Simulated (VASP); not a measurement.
Write the native input for VASP 6.6.1 that does the following.

* Task: relaxation of cell and atoms
* Functional: PBEsol
* Potentials or basis: VASP PAW PBE potentials, release 64 (Pd)
* Cutoff: 500 eV
* k mesh: 10 × 10 × 10
* Occupations: fermi-dirac, width 0.05 eV
* Spin: no spin polarisation
* Target pressure: 30 GPa
* Dipole correction: no
* Further INCAR settings: ALGO = Normal; EDIFF = 1e-07; IBRION = 2; EDIFFG = -0.03; NSW = 50; ISIF = 3

The structure of Pd lies in POSCAR:

```
Pd
1.0
    0.0000000000      1.9450000000      1.9450000000
    1.9450000000      0.0000000000      1.9450000000
    1.9450000000      1.9450000000      0.0000000000
Pd
1
Direct
    0.0000000000      0.0000000000      0.0000000000
```

These files were run (other wordings do the same):

INCAR

```
SYSTEM = Pd
ALGO = Normal ; EDIFF = 1E-7
EDIFFG = -0.03 ; ENCUT = 500
GGA = PS ; GGA_COMPAT = .FALSE.
IBRION = 2 ; ISIF = 3
ISMEAR = -1 ; LASPH = .TRUE.
LCHARG = .FALSE. ; LREAL = .FALSE.
LWAVE = .FALSE. ; NELM = 120
NELMIN = 4 ; NSW = 50
PREC = Accurate ; PSTRESS = 300.0
SIGMA = 0.05
```

KPOINTS

```
k-points
0
G
  10 10 10
  0 0 0
```

Potentials or basis: VASP PAW PBE potentials, release 64 (Pd).

Run with:

```console
$ cat potpaw_PBE.64/Pd/POTCAR > POTCAR
$ mpirun -np 1 vasp_std > vasp.out
```

Results of the run:

| Property | Result |
| --- | --- |
| Relaxed volume | 13.02 Å³/atom |
| Relaxed cell | a = 2.641 Å, b = 2.641 Å, c = 2.641 Å, α = 60.00°, β = 60.00°, γ = 60.00° |
| Space group after relaxing (to 0.1 Å) | Fm-3m (No. 225) |
| Energy change on relaxing (the run minimises the enthalpy) | +123.6 meV/atom |
| Ionic steps | 5 |
| Pressure after relaxing | 30.0 GPa |
| Band gap on the k mesh | zero (bands 5 and 6 overlap by 1.95 eV) |

Caveat: the cell is relaxed towards a set pressure, so the run minimises the enthalpy, not the energy; the PAW data sets were made with another functional, which shifts forces and pressure a little.

Run time: 48 s on 1 thread of Intel Xeon 8259CL (shared host), peak memory 0.13 GiB.
